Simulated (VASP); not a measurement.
**HoO3: single point with PBE**

HoO3:

```
CELL_PARAMETERS angstrom
0.00000 3.32191 0.00000
0.00000 0.00000 4.35800
6.64383 0.00000 0.00000
ATOMIC_POSITIONS crystal
Ho 0.00000 0.50000 0.50000
Ho 0.00000 0.50000 0.00000
O 0.50000 0.00000 0.25000
O 0.50000 0.00000 0.75000
O 0.00000 0.00000 0.00000
O 0.00000 0.00000 0.50000
O 0.50000 0.50000 0.25000
O 0.50000 0.50000 0.75000
```

| Quantity | Value |
| --- | --- |
| Program | VASP 6.6.1 |
| Task | single point |
| Functional | PBE |
| Potentials or basis | VASP PAW PBE potentials, release 64 (Ho_3, O), 4f in core |
| Cutoff | 600 eV |
| k mesh | 6 × 6 × 4 |
| Occupations | gaussian, width 0.2 eV |
| Spin | no spin polarisation |
| Dipole correction | no |
| Mended | yes |
| Further INCAR settings | ALGO = Normal; EDIFF = 1e-06; NBANDS = 37 |

| Quantity | Value |
| --- | --- |
| Pressure | 0.9 GPa |
| Band gap on the k mesh | zero (bands 27 and 28 overlap by 2.53 eV) |

Stress tensor (GPa, compression positive):
```
-2.05  0.00  0.00
 0.00 -1.84  0.00
 0.00  0.00  6.67
```

Levels at points of the mesh, in eV from the Fermi level:
```
           k point  band 23  band 24  band 25  band 26  band 27  band 28  band 29  band 30
(0.00, 0.00, 0.00)    -1.50    -1.50    -1.40    -1.26     0.52     0.52     1.09     1.27
(0.50, 0.00, 0.00)    -1.50    -1.50    -1.39    -1.26     0.99     0.99     1.27     1.36
(0.00, 0.50, 0.00)    -1.98    -1.88    -1.71    -1.69    -1.53    -1.31     0.36     0.36
(0.50, 0.50, 0.00)    -1.97    -1.88    -1.71    -1.69    -1.56    -1.54     0.85     0.86
(0.00, 0.00, 0.50)    -1.45    -1.45    -0.32    -0.32    -0.08    -0.08     1.33     1.33
(0.50, 0.00, 0.50)    -1.45    -1.45     0.25     0.25     0.26     0.26     1.31     1.31
(0.00, 0.50, 0.50)    -2.28    -2.28    -1.49    -1.49    -0.49    -0.49    -0.29    -0.29
(0.50, 0.50, 0.50)    -2.18    -2.18    -1.64    -1.64     0.08     0.08     0.10     0.10
```

Wall time 2.1 min on 1 thread of Intel(R) Xeon(R) 6975P-C (Granite Rapids), on a shared host, peak memory 0.32 GiB.

Caveat: spin-orbit coupling is left out, which moves the levels of the heavy elements; the 4f electrons are frozen in the core, so they carry no moment and show no levels; the run has no spin polarisation, though such a crystal can be magnetic. Spin polarisation is off, so any magnetic state and its effect on volume and gap are missing.
